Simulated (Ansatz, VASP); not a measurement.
# Ag in VASP and in Ansatz

The input INCAR:

```
SYSTEM = Ag
PREC     = Accurate       ! precision mode
ENCUT    = 520            ! plane-wave cutoff, eV
EDIFF    = 1E-6           ! SCF threshold, eV
ISMEAR   = 0              ! smearing method
SIGMA    = 0.15           ! smearing width, eV
LREAL    = .False.        ! projectors in reciprocal space
LASPH    = .True.         ! aspherical terms in the spheres
NELM     = 80             ! most SCF steps
ALGO     = Fast           ! electronic algorithm
ISIF     = 2              ! what is computed and relaxed
LWAVE    = .False.        ! write WAVECAR
LCHARG   = .True.         ! write CHGCAR
GGA      = CA             ! functional
LELF     = .True.         ! ELF
LVHAR    = .True.       
NBANDS   = 12             ! bands
```

Contents of KPOINTS:

```
Automatic mesh
0
Gamma
  20 20 20
  0 0 0
```

POSCAR

```
Ag
1.0
   -1.7384367000      1.7384367000      1.6142626500
    1.7384367000     -1.7384367000      1.6142626500
    1.7384367000      1.7384367000     -1.6142626500
Ag
1
Direct
    0.0000000000      0.0000000000      0.0000000000
```

Input for Ansatz:

```yaml
crystal:
  lattice:
    - [-1.7384367, 1.7384367, 1.61426265]
    - [1.7384367, -1.7384367, 1.61426265]
    - [1.7384367, 1.7384367, -1.61426265]
  atoms:
    - { symbol: Ag, position: [0.0, 0.0, 0.0] }
basis:
  ecutwfc: 420
kpoints:
  mp_grid: { grid: [20, 20, 20] }
hamiltonian:
  xc: lda
scf:
  occupations: { method: gaussian, width: 0.15 }
output:
  forces: true
  stress: true
  eigenvalues: true
```

Change from the starting cell: strain +0.050 along x and y, -0.025 along z, atoms carried along.

Alike in both runs: task single point; functional LDA; k mesh 20 × 20 × 20; occupations gaussian, width 0.15 eV; no spin polarisation.

|  | VASP | Ansatz |
| --- | --- | --- |
| version | VASP 6.6.1 | Ansatz 0.2.0 |
| potentials or method | VASP PAW LDA potentials, release 64 (Ag), cutoff 520 eV | scalar-relativistic, plane waves, PAW |
| valence electrons in the cell | 11 | 19 |

```tsv
	VASP	Ansatz	Ansatz less VASP
gap on the k mesh at the Fermi level (eV)	none	none	-
pressure (GPa)	-14.8	-15.0	-0.20
traceless stress, the component that is largest in VASP (GPa)	-0.35	-0.37	-0.012
```

LDA's correlation is that of Perdew and Zunger in VASP and of Perdew and Wang (1992) in Ansatz. A gap of «none» marks a metal or a gap that the smearing closes. VASP's potentials hold 11 valence electrons a cell and Ansatz's 19, so a difference there can come from the potentials and not from the codes.
